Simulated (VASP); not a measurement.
# BN (P1) in VASP: settings compared

BN is run at these levels: r2SCAN, B3LYP; tasks: single point.

Everything below comes from runs of VASP 6.6.1. Logs are shortened: lines on timing, memory, paths and dates and some standing lists are left out, and cuts for length are marked.

**1. The cell of the first run**

The typed cell holds 2 atoms: a = 2.508 Å, b = 2.508 Å, c = 3.274 Å, α = 101.11°, β = 101.11°, γ = 119.81°.

**2. Single point, r2SCAN**

File POSCAR:

```
BN
1.0
    2.5080409200      0.0000000000      0.0000000000
   -1.2467107600      2.1762310400      0.0000000000
   -0.6306650800     -1.0881155200      3.0225400000
B N
1 1
Direct
    0.9796430000      0.9834990000      0.0018060000
    0.6685060000      0.3323850000      0.9849990000
```

File INCAR.step1:

```
SYSTEM = BN
PREC     = Accurate       ! precision mode
ENCUT    = 660            ! plane-wave cutoff, eV
ISMEAR   = 0              ! smearing method
SIGMA    = 0.01           ! smearing width, eV
LREAL    = .False.        ! projectors in reciprocal space
LASPH    = .True.         ! aspherical terms in the spheres
NELM     = 120            ! most SCF steps
NBANDS   = 11             ! bands
GGA      = PE             ! functional
ALGO     = Normal         ! electronic algorithm
EDIFF    = 1E-5           ! SCF threshold, eV
LWAVE    = .True.         ! write WAVECAR
LCHARG   = .False.        ! write CHGCAR
GGA_COMPAT= .False.
```

File INCAR.step2:

```
SYSTEM = BN
PREC     = Accurate       ! precision mode
ENCUT    = 660            ! plane-wave cutoff, eV
EDIFF    = 1E-6           ! SCF threshold, eV
ISMEAR   = 0              ! smearing method
SIGMA    = 0.01           ! smearing width, eV
LREAL    = .False.        ! projectors in reciprocal space
LASPH    = .True.         ! aspherical terms in the spheres
NELM     = 120            ! most SCF steps
ALGO     = Normal         ! electronic algorithm
ISIF     = 2              ! what is computed and relaxed
LWAVE    = .False.        ! write WAVECAR
LCHARG   = .False.        ! write CHGCAR
METAGGA  = R2SCAN         ! meta-GGA
LMIXTAU  = .True.       
NBANDS   = 11             ! bands
ISTART   = 1            
GGA_COMPAT= .False.
```

File KPOINTS:

```
Automatic mesh
0
Gamma
  6 6 4
  0 0 0
```

Potentials or basis: VASP PAW PBE potentials, release 64 (B, N).

On the command line:

```
> cat potpaw_PBE.64/B/POTCAR potpaw_PBE.64/N/POTCAR > POTCAR
> cp INCAR.step1 INCAR
> mpirun -np 1 vasp_std > vasp.out
> cp INCAR.step2 INCAR
> mpirun -np 1 vasp_std > vasp.out
```

OUTCAR:

```text
SYSTEM = BN
   PREC = Accurate
   ENCUT = 660
   EDIFF = 1E-6
   ISMEAR = 0
   LREAL = .False.
   LASPH = .True.
   NELM = 120
   ISIF = 2
   METAGGA = R2SCAN
   ISTART = 1

 ion  position               nearest neighbor table
   1  0.980  0.983  0.002-   2 1.40   2 1.43   2 1.52
   2  0.669  0.332  0.985-   1 1.40   1 1.43   1 1.52

  LATTYP: Found a face centered orthorhombic cell.
 ALAT       =     2.5153399993
 B/A-ratio  =     1.7253460737
 C/A-ratio  =     2.4032854412

  Lattice vectors:

 A1 = (  -1.8773758400,   1.0881155200,   3.0225400000)
 A2 = (   0.6306650800,   1.0881155200,   3.0225400000)
 A3 = (  -1.2467107600,   2.1762310400,   0.0000000000)

Analysis of symmetry for initial positions (statically):
=====================================================================
 Subroutine PRICEL returns:
 Original cell was already a primitive cell.

 Routine SETGRP: Setting up the symmetry group for a
 face centered orthorhombic supercell.

 Subroutine GETGRP returns: Found  1 space group operations
 (whereof  1 operations were pure point group operations)
 out of a pool of  8 trial point group operations.

The static configuration has the point symmetry C_1 .

Analysis of symmetry for dynamics (positions and initial velocities):
=====================================================================
 Subroutine PRICEL returns:
 Original cell was already a primitive cell.

 Routine SETGRP: Setting up the symmetry group for a
 face centered orthorhombic supercell.

 Subroutine GETGRP returns: Found  1 space group operations
 (whereof  1 operations were pure point group operations)
 out of a pool of  8 trial point group operations.

The dynamic configuration has the point symmetry C_1 .

 Subroutine INISYM returns: Found  1 space group operations
 (whereof  1 operations are pure point group operations),
 and found     1 'primitive' translations

----------------------------------------------------------------------------------------

                                     Primitive cell

  volume of cell :      16.4973

  direct lattice vectors                    reciprocal lattice vectors
     2.508040920  0.000000000  0.000000000     0.398717578  0.228415772  0.165423783
    -1.246710760  2.176231040  0.000000000     0.000000000  0.459510034  0.165423783
    -0.630665080 -1.088115520  3.022540000     0.000000000  0.000000000  0.330847565

  length of vectors
     2.508040920  2.508040920  3.273756539     0.488379463  0.488379463  0.330847565

  position of ions in fractional coordinates (direct lattice)
     0.979643000  0.983499000  0.001806000
     0.668506000  0.332385000  0.984999000

  ion indices of the primitive-cell ions
   primitive index   ion index
                 1           1
                 2           2

----------------------------------------------------------------------------------------

 KPOINTS: Automatic mesh

Automatic generation of k-mesh.
 Grid dimensions read from file:
 generate k-points for:    6    6    4

 Generating k-lattice:

  Cartesian coordinates                     Fractional coordinates (reciprocal lattice)
     0.066452930  0.038069295  0.027570630     0.166666667  0.000000000  0.000000000
     0.000000000  0.076585006  0.027570630     0.000000000  0.166666667  0.000000000
     0.000000000  0.000000000  0.082711891     0.000000000  0.000000000  0.250000000

  Length of vectors
     0.081396577  0.081396577  0.082711891

  Shift w.r.t. Gamma in fractional coordinates (k-lattice)
     0.000000000  0.000000000  0.000000000

 -----------------------------------------------------------------------------
|                                                                             |
|           W    W    AA    RRRRR   N    N  II  N    N   GGGG   !!!           |
|           W    W   A  A   R    R  NN   N  II  NN   N  G    G  !!!           |
|           W    W  A    A  R    R  N N  N  II  N N  N  G       !!!           |
|           W WW W  AAAAAA  RRRRR   N  N N  II  N  N N  G  GGG   !            |
|           WW  WW  A    A  R   R   N   NN  II  N   NN  G    G                |
|           W    W  A    A  R    R  N    N  II  N    N   GGGG   !!!           |
|                                                                             |
|     Your reciprocal lattice and k-lattice belong to different lattice       |
|     classes:                                                                |
|                                                                             |
|        The reciprocal lattice is body-centered orthorhombic,                |
|        whereas your k-lattice is base-centered monoclinic.                  |
|                                                                             |
|     Results are often still useful ...                                      |
|                                                                             |
 -----------------------------------------------------------------------------

 WARNING: IBZKPT: internal override: KBLOWUP is changed to .FALSE.
      ... skipping the blow-up phase ...

 Subroutine IBZKPT returns following result:
 ===========================================

 Found     76 irreducible k-points:

 Following reciprocal coordinates:
            Coordinates               Weight
  0.000000  0.000000  0.000000      1.000000
  0.166667 -0.000000  0.000000      2.000000
  0.333333 -0.000000  0.000000      2.000000
  0.500000  0.000000  0.000000      1.000000
  0.000000  0.166667  0.000000      2.000000
  0.166667  0.166667  0.000000      2.000000
[... 16 lines left out ...]
  0.333333 -0.000000  0.250000      2.000000
  0.500000  0.000000  0.250000      2.000000
 [... further k-points ...]
   k-points           NKPTS =     76   k-points in BZ     NKDIM =     76   number of bands    NBANDS=     11
   number of dos      NEDOS =    301   number of ions     NIONS =      2
   total plane-waves  NPLWV =  16128
   dimension x,y,z NGX =    24 NGY =   24 NGZ =   28
   dimension x,y,z NGXF=    48 NGYF=   48 NGZF=   56
   ions per type =               1   1
   NGX,Y,Z   is equivalent  to a cutoff of  15.91, 15.91, 14.22 a.u.
   NGXF,Y,Z  is equivalent  to a cutoff of  31.82, 31.82, 28.44 a.u.
 SYSTEM =  BN
   PREC   = accura    normal or accurate (medium, high low for compatibility)
   ISTART =      1    job   : 0-new  1-cont  2-samecut
   ICHARG =      0    charge: 1-file 2-atom 10-const
   ISPIN  =      1    spin polarized calculation?
   LNONCOLLINEAR =      F non collinear calculations
   LSORBIT =      F    spin-orbit coupling
   LASPH  =      T    aspherical Exc in radial PAW
   ENCUT  =  660.0 eV  48.51 Ry    6.96 a.u.   5.25  5.25  6.86*2*pi/ulx,y,z
   NELM   =    120;   NELMIN=  2; NELMDL=  0     # of ELM steps
   EDIFF  = 0.1E-05   stopping-criterion for ELM
   LREAL  =      F    real-space projection
   EDIFFG = 0.1E-04   stopping-criterion for IOM
   NSW    =      0    number of steps for IOM
   IBRION =     -1    ionic relax: 0-MD 1-quasi-New 2-CG
   NFREE  =      0    steps in history (QN), initial steepest desc. (CG)
   ISIF   =      2    stress and relaxation
   ISYM   =      2    0-nonsym 1-usesym 2-fastsym
   POTIM  = 0.5000    time-step for ionic-motion
   TEBEG  =    0.0;   TEEND  =   0.0 temperature during run
   PSTRESS=    0.0 pullay stress
   NELECT =       8.0000    total number of electrons
   NUPDOWN=      -1.0000    fix difference up-down
   EMIN   =  10.00;   EMAX   =-10.00  energy-range for DOS
   EFERMI =   0.00;   METHOD = LEGACY
   ISMEAR =     0;   SIGMA  =   0.01  broadening in eV -4-tet -1-fermi 0-gaus
   EFERMI_NEDOS =   21; number of points for ismear=-14 and -15
   IALGO  =     38    algorithm
   IMIX   =      4    mixing-type and parameters
     AMIX     =   0.40;   BMIX     =  1.00
     AMIX_MAG =   1.60;   BMIX_MAG =  1.00
  volume/ion in A,a.u.               =       8.25        55.66
  Fermi-wavevector in a.u.,A,eV,Ry     =   1.286178  2.430523 22.507475  1.654253
  Thomas-Fermi vector in A             =   2.418268
   LORBIT       =      0    0 simple, 1 ext, 2 COOP (PROOUT), +10 PAW based schemes
   METAGGA = R2SCAN    functional components
   LHFCALC =     F    Hartree Fock is set to
   AEXX    =    0.0000 exact exchange contribution
   IVDW    =     0    specifies the selected vdW correction
   LEPSILON=     F    determine dielectric tensor
   LRPA    =     F    only Hartree local field effects (RPA)
 non-spin polarized calculation
 Gauss-broadening in eV      SIGMA  =   0.01
  energy-cutoff  :      660.00
  volume of cell :       16.50
 maximum number of plane-waves:       650
 NGX is ok and might be reduce to    24
   NGX = 11   NGY = 11   NGZ = 13

 number of electron       8.0000000 magnetization

 Free energy of the ion-electron system (eV)
  ---------------------------------------------------
  ext. energy  EPLUGINS =         0.00000000
  ---------------------------------------------------
  free energy    TOTEN  =       -19.14373774 eV

  energy without entropy =      -19.14373774  energy(sigma->0) =      -19.14373774

 E-fermi :   3.1334     XC(G=0): -11.3540

 val. band max:        3.0506127816   @ k =   0.5000   0.5000   0.0000
 cond. band min:       6.5033322171   @ k =   0.5000   0.5000   0.5000
 fundamental gap:      3.4527194355
 Fermi energy:         3.1334160549

 k-point     1 :       0.0000    0.0000    0.0000
  band No.  band energies     occupation
      1     -16.1030      2.00000
      2      -0.7005      2.00000
      3       0.6309      2.00000
      4       2.3351      2.00000
      5       9.1532      0.00000
      6      14.0968      0.00000
      7      16.2091      0.00000
      8      17.3473      0.00000
      9      18.9747      0.00000
     10      29.9726      0.00000
     11      31.4332      0.00000

 k-point     2 :       0.1667   -0.0000    0.0000
  band No.  band energies     occupation
      1     -15.4987      2.00000
      2      -0.4215      2.00000
      3      -0.2309      2.00000
      4       0.1433      2.00000
      5      10.4779      0.00000
      6      14.3783      0.00000
      7      15.4568      0.00000
      8      18.3501      0.00000
      9      20.3119      0.00000
     10      26.3018      0.00000
     11      30.2763      0.00000
[... 295 lines left out ...]
 k-point    24 :       0.5000    0.0000    0.2500
  band No.  band energies     occupation
      1     -12.6007      2.00000
      2      -6.2342      2.00000
      3      -1.8682      2.00000
      4       1.4330      2.00000
      5       9.1552      0.00000
      6      13.0293      0.00000
      7      17.4027      0.00000
      8      20.8563      0.00000
      9      25.6591      0.00000
     10      26.2572      0.00000
     11      27.7592      0.00000

 [... further k-points ...]
[... 5 lines left out ...]
  --------------------------------------------------------------------------------------
  -------------------------------------------------------------------------------------
  Total       -0.7144965      0.4293111      0.6588947     -0.4623045      0.1179545      0.0570994
  in kB      -69.3903365     41.6937563     63.9904178    -44.8980020     11.4554880      5.5453657
  external PRESSURE =      12.0979459 kB  Pullay stress =       0.0000000 kB

 VOLUME and BASIS-vectors are now :
 -----------------------------------------------------------------------------
  energy-cutoff  :      660.00
  volume of cell :       16.50
      direct lattice vectors                 reciprocal lattice vectors
     2.508040920  0.000000000  0.000000000     0.398717578  0.228415772  0.165423783
    -1.246710760  2.176231040  0.000000000     0.000000000  0.459510034  0.165423783
    -0.630665080 -1.088115520  3.022540000     0.000000000  0.000000000  0.330847565

 POSITION                                       TOTAL-FORCE (eV/Angst)
 -----------------------------------------------------------------------------------
      1.22971      2.13836      0.00546         1.650341      2.081563     -0.629408
      0.64105     -0.34845      2.97720        -1.650341     -2.081563      0.629408
 -----------------------------------------------------------------------------------
    total drift:                                0.000088     -0.000027     -0.000069

  FREE ENERGIE OF THE ION-ELECTRON SYSTEM (eV)
  ---------------------------------------------------
  free  energy   TOTEN  =       -19.1437377450 eV

  energy  without entropy=      -19.1437377450  energy(sigma->0) =      -19.14373774
```

It took 2.4 min on 1 thread of AMD EPYC 7R13, shared host; peak memory 0.12 GiB.

What came out:

| Property | Result |
| --- | --- |
| Free energy | -19.1437 eV |
| Pressure | 1.2 GPa |
| Largest force | 2.730 eV/Å |
| Band gap on the k mesh | 3.45 eV, indirect (least direct gap 5.18 eV) |

Forces on the atoms (eV/Å):
```
B    1.650  2.082 -0.629
N   -1.650 -2.082  0.629
```

Stress tensor (GPa, compression positive):
```
-6.94 -4.49  0.55
-4.49  4.17  1.15
 0.55  1.15  6.40
```

Caveat: the k points lie up to 0.52 Å⁻¹ apart; the PAW data sets were made with another functional, which shifts forces and pressure a little. r2SCAN opens gaps a little over a GGA but as a rule still falls short of measured ones.

**3. Single point, B3LYP**

POSCAR is that of step 2.

File INCAR.step1:

```
PREC = Accurate
ENCUT = 520
EDIFF = 1E-5
ISMEAR = 0
SIGMA = 0.01
LREAL = False
LASPH = True
NELM = 120
ALGO = Normal
ISIF = 2
LWAVE = True
LCHARG = False
NBANDS = 11
GGA = PE
GGA_COMPAT = False
```

File INCAR.step2:

```
PREC = Accurate
ENCUT = 520
EDIFF = 1E-6
ISMEAR = 0
SIGMA = 0.01
LREAL = False
LASPH = True
NELM = 120
ALGO = Normal
ISIF = 2
LWAVE = False
LCHARG = False
GGA = B3
LHFCALC = True
AEXX = 0.2
AGGAX = 0.72
AGGAC = 0.81
ALDAC = 0.19
PRECFOCK = Normal
NBANDS = 11
ISTART = 1
GGA_COMPAT = False
```

File KPOINTS:

```
Automatic mesh
0
Gamma
  6 6 4
```

Potentials or basis: VASP PAW PBE potentials, release 64 (B, N).

On the command line:

```
> cat potpaw_PBE.64/B/POTCAR potpaw_PBE.64/N/POTCAR > POTCAR
> cp INCAR.step1 INCAR
> mpirun -np 1 vasp_std > vasp.out
> cp INCAR.step2 INCAR
> mpirun -np 1 vasp_std > vasp.out
```

It took 16 min on 1 thread of AMD EPYC 7R13, shared host; peak memory 0.11 GiB.

Results (log left out):

| Item | Value |
| --- | --- |
| Free energy | -19.8719 eV |
| Pressure | 1.9 GPa |
| Largest force | 2.740 eV/Å |
| Band gap on the k mesh | 4.66 eV, indirect (least direct gap 6.31 eV) |

Forces in eV/Å, atoms in the order of the input:
```
B    1.664  2.071 -0.669
N   -1.664 -2.071  0.669
```

Stress tensor (GPa, compression positive):
```
-7.25 -4.14  0.52
-4.14  2.79  1.15
 0.52  1.15 10.31
```

Levels at points of the mesh, in eV from the valence-band top:
```csv
k point,band 2,band 3,band 4,band 5,band 6,band 7
"(0.00, 0.00, 0.00)",-3.91,-2.70,-0.94,7.37,12.39,14.55
"(0.50, 0.00, 0.00)",-9.61,-5.20,-1.55,6.84,11.66,15.85
"(0.00, 0.50, 0.00)",-9.91,-4.38,-0.98,5.66,11.79,16.16
"(0.50, 0.50, 0.00)",-10.09,-4.55,0.00,8.28,11.18,14.60
"(0.00, 0.00, 0.50)",-7.35,-2.72,-0.98,12.08,13.08,14.54
"(0.50, 0.00, 0.50)",-9.62,-5.20,-1.44,6.49,11.71,16.13
"(0.00, 0.50, 0.50)",-9.91,-4.38,-1.07,5.89,11.72,16.01
"(0.50, 0.50, 0.50)",-9.54,-4.70,-2.18,4.66,11.30,17.80
```

Caveat: the k points lie up to 0.52 Å⁻¹ apart; the PAW data sets were made with another functional, which shifts forces and pressure a little. A k mesh can miss the band edges.
